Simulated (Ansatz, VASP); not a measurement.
**Two plane-wave programs on TiCo**

```
CELL_PARAMETERS angstrom
2.93851 0.00000 0.00000
0.00000 2.93851 0.00000
0.00000 0.00000 2.93851
ATOMIC_POSITIONS crystal
Ti 0.00000 0.00000 0.00000
Co 0.50000 0.50000 0.50000
```

Alike in both runs: functional PBEsol; k mesh 14 × 14 × 14; occupations gaussian, width 0.1 eV; collinear spin.

Ansatz relaxed the structure, and its values are those at the end. VASP's run is a single point on that final structure, the one shown.

|  | VASP | Ansatz |
| --- | --- | --- |
| version | VASP 6.6.1 | Ansatz 0.2.0 |
| potentials or method | VASP PAW PBE potentials, release 64 (Ti_sv, Co), cutoff 520 eV | scalar-relativistic, plane waves, PAW |
| valence electrons in the cell | 21 | 29 |

Ansatz gave:

| Property | Result |
| --- | --- |
| gap on the k mesh at the Fermi level (eV) | none |
| pressure (GPa) | 0.0 |
| net moment per atom (μB) | 0.32 |
| size of the moment on the site where the two differ most (μB) | 0.68 |

**Question.** Which values does VASP return?

**Answer.** gap on the k mesh at the Fermi level (eV): none; pressure (GPa): -0.6; net moment per atom (μB): 0.29; size of the moment on the site where the two differ most (μB): 0.61.

VASP's potentials were made for PBE, not for PBEsol. Site moments also hang on the region over which each program counts them. A gap of «none» marks a metal or a gap that the smearing closes. With one functional, cell and mesh, what is left measures potentials, basis and numerics. VASP's potentials hold 21 valence electrons a cell and Ansatz's 29, so a difference there can come from the potentials and not from the codes.
